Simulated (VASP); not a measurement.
## Ba: single point with LDA

Crystal: Ba.

```xyz
1
Lattice="-2.3789 2.3789 2.3789 2.3789 -2.3789 2.3789 2.3789 2.3789 -2.3789" Properties=species:S:1:pos:R:3 pbc="T T T"
Ba    0.0000    0.0000    0.0000
```

| Quantity | Value |
| --- | --- |
| Program | VASP 6.6.1 |
| Task | single point |
| Functional | LDA |
| Potentials or basis | VASP PAW LDA potentials, release 64 (Ba_sv) |
| Cutoff | 520 eV |
| k mesh | 9 × 9 × 9 |
| Occupations | gaussian, width 0.3 eV |
| Spin | no spin polarisation |

```json
{"Pressure": "0.1 GPa", "Band gap on the k mesh": "zero (band 5 reaches 2.57 eV, above the bottom of band 6 at 1.31 eV)"}
```

Levels at points of the mesh, in eV from the Fermi level:
```tsv
k point	band 2	band 3	band 4	band 5	band 6	band 7	band 8	band 9
(0.00, 0.00, 0.00)	-13.45	-13.45	-13.45	-2.84	1.90	1.90	1.90	3.59
```

It took 11 s on 1 thread of Intel(R) Xeon(R) Platinum 8259CL CPU @ 2.50GHz (Skylake/Cascade Lake), on a shared host, peak memory 0.16 GiB.

Caveat: spin-orbit coupling is left out, which moves the levels of the heavy elements.
